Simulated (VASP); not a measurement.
Write the native input for VASP 6.6.1 that does the following.

| Item | Value |
| --- | --- |
| Task | single point |
| Functional | r2SCAN |
| Potentials or basis | VASP PAW PBE potentials, release 64 (Zn, O) |
| Cutoff | 520 eV |
| k mesh | 10 × 10 × 10 |
| Occupations | gaussian, width 0.01 eV |
| Spin | no spin polarisation |
| Dipole correction | no |
| Further INCAR settings | ALGO = Normal; EDIFF = 1e-07; NBANDS = 16 |

Crystal: ZnO.

```
CELL_PARAMETERS angstrom
0.00000 2.13377 2.17922
2.13377 0.00000 2.17922
2.13377 2.13377 0.00000
ATOMIC_POSITIONS crystal
Zn 0.00000 0.00000 0.00000
O 0.50000 0.50000 0.50000
```

This cell differs from its parent crystal: uniaxial z strain +2.1%.

The input as run:

POSCAR

```
ZnO
1.0
    0.0000000000      2.1337703963      2.1792197058
    2.1337703963      0.0000000000      2.1792197058
    2.1337703963      2.1337703963      0.0000000000
Zn O
1 1
Direct
    0.0000000000      0.0000000000      0.0000000000
    0.5000000000      0.5000000000      0.5000000000
```

INCAR.step1

```
SYSTEM = ZnO
PREC = Accurate
ENCUT = 520
ISMEAR = 0
SIGMA = 0.01
LREAL = .False.
LASPH = .True.
NELM = 80
NBANDS = 16
GGA = PE
ALGO = Normal
EDIFF = 1E-4
LWAVE = .True.
LCHARG = .False.
```

INCAR.step2

```
SYSTEM = ZnO
PREC = Accurate
ENCUT = 520
EDIFF = 1E-7
ISMEAR = 0
SIGMA = 0.01
LREAL = .False.
LASPH = .True.
NELM = 80
ALGO = Normal
ISIF = 2
LWAVE = .False.
LCHARG = .False.
METAGGA = R2SCAN
LMIXTAU = .True.
NBANDS = 16
ISTART = 1
```

KPOINTS

```
Automatic mesh
0
Gamma
  10 10 10
  0 0 0
```

Potentials or basis: VASP PAW PBE potentials, release 64 (Zn, O).

Command:

```bash
$ cat potpaw_PBE.64/Zn/POTCAR potpaw_PBE.64/O/POTCAR > POTCAR
$ cp INCAR.step1 INCAR
$ mpirun -np 1 vasp_std > vasp.out
$ cp INCAR.step2 INCAR
$ mpirun -np 1 vasp_std > vasp.out
```

Results of the run:

```yaml
Pressure: -2.3 GPa
Band_gap_on_the_k_mesh: 1.38 eV, indirect (least direct gap 2.74 eV)
```

Caveat: the cell differs from its parent crystal (uniaxial z strain +2.1%); the PAW data sets were made with another functional, which shifts forces and pressure a little.

Run time: 96 s on 1 thread of AMD EPYC 9R45 96-Core Processor (Zen 5), with other jobs on the host, peak memory 0.13 GiB.
